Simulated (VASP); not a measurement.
SiC, 2 atoms in the cell. The structure is tetragonal, space group I-4m2 (No. 119). Conventional cell: a = 3.049 Å, b = 3.049 Å, c = 4.384 Å, α = 90.00°, β = 90.00°, γ = 90.00°. Si (site symmetry -4m2) has 4 C at 1.88 Å within 2.5 Å. C (site symmetry -4m2) has 4 Si at 1.88 Å within 2.5 Å.  This cell differs from its parent crystal: epitaxial xy strain -1.0%.

- Program: VASP 6.6.1
- Task: single point
- Functional: PBE
- Potentials or basis: VASP PAW PBE potentials, release 64 (Si, C)
- Cutoff: 520 eV
- k mesh: 10 × 10 × 10
- Occupations: fermi-dirac, width 0.02 eV
- Spin: no spin polarisation
- Dipole correction: no
- Further INCAR settings: ALGO = Normal; EDIFF = 1e-06; NBANDS = 11

Potentials or basis: VASP PAW PBE potentials, release 64 (Si, C).

Launch:

```console
$ cat potpaw_PBE.64/Si/POTCAR potpaw_PBE.64/C/POTCAR > POTCAR
$ mpirun -np 1 vasp_std > vasp.out
```

Hardware: 1 thread of Intel Xeon 8259CL, on a shared host.

Task: Estimate the wall time of this run.

Result: Wall time 26 s on 1 thread of Intel Xeon 8259CL, on a shared host, peak memory 0.15 GiB. Counts: scf iterations 12, k points 102.
